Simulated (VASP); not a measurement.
# Li2H in VASP: further runs, part 3 of 3

VASP 6.6.1. The steps go on from the part before.

## (5) Single point, PBE

This run uses another cell than the first one: it holds 6 atoms, not 3.

Input file INCAR:

```
SYSTEM = Li2H
ALGO = Normal
EDIFF = 1E-6
ENCUT = 520
GGA = PE
ISIF = 2
ISMEAR = 0
LASPH = .True.
LCHARG = .False.
LREAL = .False.
LWAVE = .False.
NBANDS = 16
NELM = 100
PREC = Accurate
SIGMA = 0.2
```

Input file KPOINTS:

```
k-points
0
Gamma
  8 4 4
  0 0 0
```

Input file POSCAR:

```
Li2H
1.0
    1.4186814231     -2.4572283046      0.0000000000
   -4.2560442693     -2.4572283045      0.0000000000
    0.0000000000      0.0000000000     -4.9884684487
Li H
4 2
Direct
    0.5000000000      0.8333333333      0.7357047860
    0.0000000000      0.3333333333      0.7357047860
    0.0000000000      0.6666666667      0.2642952140
    0.5000000000      0.1666666667      0.2642952140
    0.0000000000      1.0000000000      0.5000000000
    0.5000000000      0.5000000000      0.5000000000
```

Potentials or basis: VASP PAW PBE potentials, release 64 (Li_sv, H).

Run with:

```bash
cat potpaw_PBE.64/Li_sv/POTCAR potpaw_PBE.64/H/POTCAR > POTCAR
mpirun -np 1 vasp_std > vasp.out
```

OUTCAR:

```text
SYSTEM = Li2H
   EDIFF = 1E-6
   ENCUT = 520
   GGA = PE
   ISIF = 2
   ISMEAR = 0
   LASPH = .True.
   LREAL = .False.
   NELM = 100
   PREC = Accurate

 ion  position               nearest neighbor table
   1  0.500  0.833  0.736-
   2  0.000  0.333  0.736-
   3  0.000  0.667  0.264-
   4  0.500  0.167  0.264-
   5  0.000  0.000  0.500-
   6  0.500  0.500  0.500-

  LATTYP: Found a simple orthorhombic cell.
 ALAT       =     2.8373628462
 B/A-ratio  =     1.7320508075
 C/A-ratio  =     1.7581355361

  Lattice vectors:

 A1 = (   1.4186814231,  -2.4572283046,   0.0000000000)
 A2 = (  -4.2560442693,  -2.4572283045,   0.0000000000)
 A3 = (   0.0000000000,   0.0000000000,  -4.9884684487)

Analysis of symmetry for initial positions (statically):
=====================================================================
 Subroutine PRICEL returns following result:

  LATTYP: Found a hexagonal cell.
 ALAT       =     2.8373628462
 C/A-ratio  =     1.7581355361

  Lattice vectors:

 A1 = (  -1.4186814231,   2.4572283046,   0.0000000000)
 A2 = (   2.8373628462,  -0.0000000001,   0.0000000000)
 A3 = (   0.0000000000,   0.0000000000,  -4.9884684487)

   2 primitive cells build up your supercell.

 Routine SETGRP: Setting up the symmetry group for a
 simple orthorhombic supercell.

 Subroutine GETGRP returns: Found  4 space group operations
 (whereof  4 operations were pure point group operations)
 out of a pool of  8 trial point group operations.

The static configuration has the point symmetry C_2h.

Analysis of symmetry for dynamics (positions and initial velocities):
=====================================================================
 Subroutine PRICEL returns following result:

  LATTYP: Found a hexagonal cell.
 ALAT       =     2.8373628462
 C/A-ratio  =     1.7581355361

  Lattice vectors:

 A1 = (  -1.4186814231,   2.4572283046,   0.0000000000)
 A2 = (   2.8373628462,  -0.0000000001,   0.0000000000)
 A3 = (   0.0000000000,   0.0000000000,  -4.9884684487)

   2 primitive cells build up your supercell.

 Routine SETGRP: Setting up the symmetry group for a
 simple orthorhombic supercell.

 Subroutine GETGRP returns: Found  4 space group operations
 (whereof  4 operations were pure point group operations)
 out of a pool of  8 trial point group operations.

The dynamic configuration has the point symmetry C_2h.

 Subroutine INISYM returns: Found  4 space group operations
 (whereof  4 operations are pure point group operations),
 and found     2 'primitive' translations

----------------------------------------------------------------------------------------

                                     Primitive cell

  volume of cell :      34.7798

  direct lattice vectors                    reciprocal lattice vectors
    -1.418681423  2.457228305  0.000000000     0.000000000  0.406962592  0.000000000
     2.837362846 -0.000000000  0.000000000     0.352439943  0.203481296  0.000000000
     0.000000000  0.000000000 -4.988468449     0.000000000  0.000000000 -0.200462328

  length of vectors
[... 30 lines left out ...]

  Shift w.r.t. Gamma in fractional coordinates (k-lattice)
     0.000000000  0.000000000  0.000000000

 Subroutine IBZKPT returns following result:
 ===========================================

 Found     50 irreducible k-points:

 Following reciprocal coordinates:
            Coordinates               Weight
  0.000000  0.000000  0.000000      1.000000
  0.125000  0.000000  0.000000      2.000000
  0.250000  0.000000  0.000000      2.000000
  0.375000  0.000000  0.000000      2.000000
  0.500000  0.000000  0.000000      1.000000
 -0.000000  0.250000  0.000000      2.000000
[... 16 lines left out ...]
  0.125000  0.250000  0.250000      4.000000
 -0.125000  0.250000 -0.250000      4.000000
 [... further k-points ...]
   k-points           NKPTS =     50   k-points in BZ     NKDIM =     50   number of bands    NBANDS=     16
   number of dos      NEDOS =    301   number of ions     NIONS =      6
   total plane-waves  NPLWV =  38400
   dimension x,y,z NGX =    24 NGY =   40 NGZ =   40
   dimension x,y,z NGXF=    48 NGYF=   80 NGZF=   80
   ions per type =               4   2
   NGX,Y,Z   is equivalent  to a cutoff of  14.06, 13.53, 13.33 a.u.
   NGXF,Y,Z  is equivalent  to a cutoff of  28.12, 27.06, 26.66 a.u.
 SYSTEM =  Li2H
   PREC   = accura    normal or accurate (medium, high low for compatibility)
   ISTART =      0    job   : 0-new  1-cont  2-samecut
   ICHARG =      2    charge: 1-file 2-atom 10-const
   ISPIN  =      1    spin polarized calculation?
   LNONCOLLINEAR =      F non collinear calculations
   LSORBIT =      F    spin-orbit coupling
   LASPH  =      T    aspherical Exc in radial PAW
   ENCUT  =  520.0 eV  38.22 Ry    6.18 a.u.   5.28  9.14  9.28*2*pi/ulx,y,z
   NELM   =    100;   NELMIN=  2; NELMDL= -5     # of ELM steps
   EDIFF  = 0.1E-05   stopping-criterion for ELM
   LREAL  =      F    real-space projection
   EDIFFG = 0.1E-04   stopping-criterion for IOM
   NSW    =      0    number of steps for IOM
   IBRION =     -1    ionic relax: 0-MD 1-quasi-New 2-CG
   NFREE  =      0    steps in history (QN), initial steepest desc. (CG)
   ISIF   =      2    stress and relaxation
   ISYM   =      2    0-nonsym 1-usesym 2-fastsym
   POTIM  = 0.5000    time-step for ionic-motion
   TEBEG  =    0.0;   TEEND  =   0.0 temperature during run
   PSTRESS=    0.0 pullay stress
   NELECT =      14.0000    total number of electrons
   NUPDOWN=      -1.0000    fix difference up-down
   EMIN   =  10.00;   EMAX   =-10.00  energy-range for DOS
   EFERMI =   0.00;   METHOD = LEGACY
   ISMEAR =     0;   SIGMA  =   0.20  broadening in eV -4-tet -1-fermi 0-gaus
   EFERMI_NEDOS =   21; number of points for ismear=-14 and -15
   IALGO  =     38    algorithm
   IMIX   =      4    mixing-type and parameters
     AMIX     =   0.40;   BMIX     =  1.00
     AMIX_MAG =   1.60;   BMIX_MAG =  1.00
  volume/ion in A,a.u.               =      11.59        78.24
  Fermi-wavevector in a.u.,A,eV,Ry     =   0.959397  1.812997 12.523379  0.920442
  Thomas-Fermi vector in A             =   2.088589
   LORBIT       =      0    0 simple, 1 ext, 2 COOP (PROOUT), +10 PAW based schemes
   GGA     = PE    functional components
   LHFCALC =     F    Hartree Fock is set to
   AEXX    =    0.0000 exact exchange contribution
   IVDW    =     0    specifies the selected vdW correction
   LEPSILON=     F    determine dielectric tensor
   LRPA    =     F    only Hartree local field effects (RPA)
 non-spin polarized calculation
 Gauss-broadening in eV      SIGMA  =   0.20
  energy-cutoff  :      520.00
  volume of cell :       69.56
 maximum number of plane-waves:      1888
 NGX is ok and might be reduce to    24

 number of electron      14.0000007 magnetization

 Free energy of the ion-electron system (eV)
  ---------------------------------------------------
  ext. energy  EPLUGINS =         0.00000000
  ---------------------------------------------------
  free energy    TOTEN  =       -15.81254496 eV

  energy without entropy =      -15.79771553  energy(sigma->0) =      -15.80513025

 E-fermi :   1.8588     XC(G=0):  -7.8449

 val. band max:        1.6935045037   @ k =  -0.0000   0.2500  -0.2500
 cond. band min:       1.9527638843   @ k =  -0.1250   0.2500  -0.2500
 fundamental gap:      0.2592593806
 Fermi energy:         1.8587945219

 k-point     1 :       0.0000    0.0000    0.0000
  band No.  band energies     occupation
      1     -44.9442      2.00000
      2     -44.9155      2.00000
      3     -44.9055      2.00000
      4     -44.8967      2.00000
      5      -5.3272      2.00000
      6      -2.5533      2.00000
[... 433 lines left out ...]
      3     -44.9087      2.00000
      4     -44.8992      2.00000
      5      -4.8022      2.00000
      6      -2.9830      2.00000
[... 8 lines left out ...]
     15      12.3744      0.00000
     16      12.7064      0.00000

 [... further k-points ...]
[... 5 lines left out ...]
  --------------------------------------------------------------------------------------
  -------------------------------------------------------------------------------------
  Total       -0.0825759     -0.0950689     -0.0374782      0.0108192     -0.0338017     -0.0585462
  in kB       -1.9019817     -2.1897339     -0.8632410      0.2492007     -0.7785589     -1.3485033
  external PRESSURE =      -1.6516522 kB  Pullay stress =       0.0000000 kB

 VOLUME and BASIS-vectors are now :
 -----------------------------------------------------------------------------
  energy-cutoff  :      520.00
  volume of cell :       69.56
      direct lattice vectors                 reciprocal lattice vectors
     1.418681423 -2.457228305  0.000000000     0.176219972 -0.305221944  0.000000000
    -4.256044269 -2.457228305  0.000000000    -0.176219972 -0.101740648  0.000000000
     0.000000000  0.000000000 -4.988468449     0.000000000  0.000000000 -0.200462328

 POSITION                                       TOTAL-FORCE (eV/Angst)
 -----------------------------------------------------------------------------------
     -2.83736     -3.27630     -3.67004        -0.004699     -0.002713      0.008452
     -1.41868     -0.81908     -3.67004        -0.004699     -0.002713      0.008452
     -2.83736     -1.63815     -1.31843         0.004699      0.002713     -0.008452
     -0.00000     -1.63815     -1.31843         0.004699      0.002713     -0.008452
      0.00000      0.00000     -2.49423        -0.000000      0.000000     -0.000000
     -1.41868     -2.45723     -2.49423         0.000000      0.000000      0.000000
 -----------------------------------------------------------------------------------
    total drift:                               -0.000000     -0.000000      0.000000

  FREE ENERGIE OF THE ION-ELECTRON SYSTEM (eV)
  ---------------------------------------------------
  free  energy   TOTEN  =       -15.8125449634 eV

  energy  without entropy=      -15.7977155350  energy(sigma->0) =      -15.80513025
```

OSZICAR:

```text
N       E                     dE             d eps       ncg     rms          rms(c)
DAV:   1     0.574415113917E+02    0.57442E+02   -0.61786E+03  1600   0.899E+02
DAV:   2    -0.253688759811E+01   -0.59978E+02   -0.57292E+02  1912   0.219E+02
DAV:   3    -0.161764367015E+02   -0.13640E+02   -0.13473E+02  3128   0.521E+01
DAV:   4    -0.164328180569E+02   -0.25638E+00   -0.25630E+00  1920   0.131E+01
DAV:   5    -0.164395233108E+02   -0.67053E-02   -0.67049E-02  2608   0.164E+00    0.407E+00
DAV:   6    -0.159444053105E+02    0.49512E+00   -0.23173E-01  2144   0.203E+00    0.197E+00
DAV:   7    -0.158055550052E+02    0.13885E+00   -0.32563E-01  2144   0.236E+00    0.361E-01
DAV:   8    -0.158126032092E+02   -0.70482E-02   -0.38980E-02  2072   0.971E-01    0.135E-01
DAV:   9    -0.158125313543E+02    0.71855E-04   -0.18065E-03  2304   0.210E-01    0.517E-02
DAV:  10    -0.158125463374E+02   -0.14983E-04   -0.26807E-04  2416   0.729E-02    0.200E-02
DAV:  11    -0.158125440456E+02    0.22918E-05   -0.82075E-06  2328   0.185E-02    0.401E-03
DAV:  12    -0.158125449634E+02   -0.91780E-06   -0.71717E-07  1440   0.782E-03
   1 F= -.15812545E+02 E0= -.15805130E+02  d E =-.148294E-01
```

Run time: 34 s. Hardware: 1 thread of Intel Xeon Platinum 8488C (Sapphire Rapids), shared host; peak memory 0.19 GiB.

Results:

- Free energy: -15.8125 eV
- Largest force: 0.010 eV/Å
- Band gap on the k mesh: zero (band 7 reaches 3.57 eV, above the bottom of band 8 at 0.03 eV)

Forces on the atoms (eV/Å):
```
Li  -0.005 -0.003  0.008
Li  -0.005 -0.003  0.008
Li   0.005  0.003 -0.008
Li   0.005  0.003 -0.008
H    0.000  0.000  0.000
H    0.000  0.000  0.000
```

Levels at points of the mesh, in eV from the Fermi level:
| k point | band 5 | band 6 | band 7 | band 8 | band 9 | band 10 |
| --- | --- | --- | --- | --- | --- | --- |
| (0.00, 0.00, 0.00) | -7.19 | -4.41 | -1.96 | 0.53 | 2.05 | 3.28 |
| (0.50, 0.00, 0.00) | -4.49 | -4.49 | 1.71 | 1.71 | 2.68 | 2.68 |
| (0.00, 0.50, 0.00) | -6.17 | -6.17 | -0.55 | -0.55 | 2.33 | 2.33 |
| (0.50, 0.50, 0.00) | -4.41 | -4.41 | 0.53 | 0.53 | 3.28 | 3.28 |
| (0.00, 0.00, 0.50) | -7.05 | -4.27 | -2.96 | 0.12 | 2.70 | 3.16 |
| (0.50, 0.00, 0.50) | -4.33 | -4.33 | 0.31 | 0.31 | 2.58 | 2.58 |
| (0.00, 0.50, 0.50) | -6.02 | -6.02 | -1.83 | -1.83 | 5.79 | 5.79 |
| (0.50, 0.50, 0.50) | -4.27 | -4.27 | 0.12 | 0.12 | 2.70 | 2.70 |

Caveat: the cutoff is under 1.25 times the usual one of these potentials, so pressure, stress and relaxed cells hold a basis-set (Pulay) error.

## (6) Single point, PBE

This run uses another cell than the first one: it holds 6 atoms, not 3.

Input file INCAR:

```
PREC     = Accurate       # precision mode
ENCUT    = 520            # plane-wave cutoff, eV
EDIFF    = 1E-7           # SCF threshold, eV
ISMEAR   = 0              # smearing method
SIGMA    = 0.2            # smearing width, eV
LREAL    = F              # projectors in reciprocal space
LASPH    = T              # aspherical terms in the spheres
NELM     = 100            # most SCF steps
ALGO     = Normal         # electronic algorithm
ISIF     = 2              # what is computed and relaxed
LWAVE    = F              # write WAVECAR
LCHARG   = T              # write CHGCAR
GGA      = PE             # functional
LELF     = T              # ELF
LVHAR    = T            
NBANDS   = 16             # bands
```

Input file KPOINTS:

```
Automatic mesh
0
Gamma
  8 4 4
```

Input file POSCAR:

```
Li2H
1.0
    1.4152974472     -2.4489035667     -0.0029122174
   -4.2600137602     -2.4584353348      0.0860942323
    0.0779307912      0.0383378922     -4.9969874308
Li H
4 2
Direct
    0.4999424823      0.8412244172      0.7351290656
   -0.0000793432      0.3412464474      0.7351240250
    0.0000762347      0.6587955943      0.2648965843
    0.5000548503      0.1587565190      0.2648619326
   -0.0000003473      0.9999605440      0.4999812200
    0.5000061232      0.5000164781      0.5000071724
```

Potentials or basis: VASP PAW PBE potentials, release 64 (Li_sv, H).

Run with:

```bash
cat potpaw_PBE.64/Li_sv/POTCAR potpaw_PBE.64/H/POTCAR > POTCAR
mpirun -np 1 vasp_std > vasp.out
```

It took 54 s on 1 thread of Intel Xeon Platinum 8488C (Sapphire Rapids), shared host; peak memory 0.2 GiB.

The run converged. Its results:

| Property | Result |
| --- | --- |
| Free energy | -15.8145 eV |
| Largest force | 0.007 eV/Å |
| Band gap on the k mesh | zero (band 7 reaches 3.60 eV, above the bottom of band 8 at 0.04 eV) |

Forces in eV/Å, atoms in the order of the input:
```
Li  -0.001  0.001 -0.007
Li  -0.001  0.001 -0.007
Li   0.002 -0.001  0.007
Li   0.001 -0.001  0.007
H    0.000  0.000  0.000
H    0.000  0.000  0.000
```

Levels at points of the mesh, in eV from the Fermi level:
```csv
k point,band 5,band 6,band 7,band 8,band 9,band 10
"(0.00, 0.00, 0.00)",-7.18,-4.41,-1.94,0.41,2.05,3.41
"(0.50, 0.00, 0.00)",-4.47,-4.47,1.76,1.76,2.72,2.72
"(0.00, 0.50, 0.00)",-6.17,-6.17,-0.55,-0.55,2.33,2.33
"(0.50, 0.50, 0.00)",-4.40,-4.40,0.61,0.62,3.25,3.27
"(0.00, 0.00, 0.50)",-7.05,-4.31,-2.94,0.23,2.65,3.10
"(0.50, 0.00, 0.50)",-4.32,-4.32,0.34,0.34,2.55,2.55
"(0.00, 0.50, 0.50)",-6.02,-6.02,-1.80,-1.80,5.76,5.77
"(0.50, 0.50, 0.50)",-4.25,-4.25,0.10,0.12,2.78,2.79
```

Caveat: the cutoff is under 1.25 times the usual one of these potentials, so pressure, stress and relaxed cells hold a basis-set (Pulay) error.

## (7) The runs side by side

```csv
task,cell,k mesh,cutoff (eV),smearing,gap on the mesh (eV),pressure (GPa),relaxed volume (Å³/atom),largest force (eV/Å)
single point,"a = 2.843, b = 2.843, c = 4.977 Å, angles 90.0, 90.0, 120.0°, 3 atoms",9 × 9 × 4,520,gaussian 0.1 eV,none,-,-,0.03
relaxation of cell and atoms,"relaxed from a = 3.427, b = 3.427, c = 2.929 Å, angles 90.0, 90.0, 120.0°, 3 atoms",6 × 6 × 6,600,gaussian 0.1 eV,none,0.1,10.07,0.03
relaxation of cell and atoms,"relaxed from a = 2.826, b = 2.826, c = 5.031 Å, angles 90.0, 90.0, 120.0°, 3 atoms",9 × 9 × 4,600,gaussian 0.1 eV,none,0.0,11.51,0.01
single point,"a = 2.837, b = 4.914, c = 4.988 Å, 6 atoms",8 × 4 × 4,520,gaussian 0.2 eV,none,-,-,0.01
single point,"a = 2.828, b = 4.919, c = 4.998 Å, angles 92.0, 89.9, 90.0°, 6 atoms",8 × 4 × 4,520,gaussian 0.2 eV,none,-,-,0.01
```

Alike in all rows: level PBE; potentials or basis VASP PAW PBE potentials, release 64 (Li_sv, H); no spin polarisation.

Caveats: the cutoff is under 1.25 times the usual one of these potentials, so pressure, stress and relaxed cells hold a basis-set (Pulay) error.

Total energies depend on the potentials used, so only differences within one code and one set of settings carry meaning.
